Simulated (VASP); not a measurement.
Input of a VASP 6.6.1 run:

The input INCAR:

```
SYSTEM = BaTiO3
ALGO = Normal
EDIFF = 1E-8
ENCUT = 520
GGA = PE
ISIF = 2
ISMEAR = -1
LASPH = .True.
LCHARG = .False.
LEFG = .True.
LREAL = .False.
LWAVE = .False.
NBANDS = 28
NELM = 100
PREC = Accurate
SIGMA = 0.05
```

Contents of KPOINTS:

```
k-points
0
Gamma
  8 8 8
  0 0 0
```

File POSCAR:

```
BaTiO3
1.0
    3.9804045588      0.0000000000      0.0000000000
    0.0000000000      3.9804045588      0.0000000000
    0.0000000000      0.0000000000      3.9804045588
Ba Ti O
1 1 3
Direct
    0.5000000000      0.5000000000      0.5000000000
    0.0000000000      0.0000000000      0.0000000000
    0.5000000000      0.0000000000      0.0000000000
    0.0000000000      0.5000000000      0.0000000000
    0.0000000000      0.0000000000      0.5000000000
```

Potentials or basis: VASP PAW PBE potentials, release 64 (Ba_sv, Ti_sv, O).

Run with:

```sh
$ cat potpaw_PBE.64/Ba_sv/POTCAR potpaw_PBE.64/Ti_sv/POTCAR potpaw_PBE.64/O/POTCAR > POTCAR
$ mpirun -np 1 vasp_std > vasp.out
```

Question: What does it give for the band gap on the k mesh?

Answer: 1.78 eV (least direct gap 1.91 eV).

Question: What does it give for the pressure?

Answer: 7.0 GPa.

Electric field gradients, principal values (V/Å²):
```
atom    least   middle  greatest (by size)
1 Ba    0.000    0.000               0.000
2 Ti    0.000    0.000               0.000
 3 O  -11.697  -11.697              23.393
 4 O  -11.697  -11.697              23.393
 5 O  -11.697  -11.697              23.393
```

Caveat: the cell stands under pressure; without QUAD_EFG the Cq values of the log hold for a quadrupole moment of 1 mb, not for the nuclei; spin-orbit coupling is left out, which moves the levels of the heavy elements. A k mesh can miss the band edges.
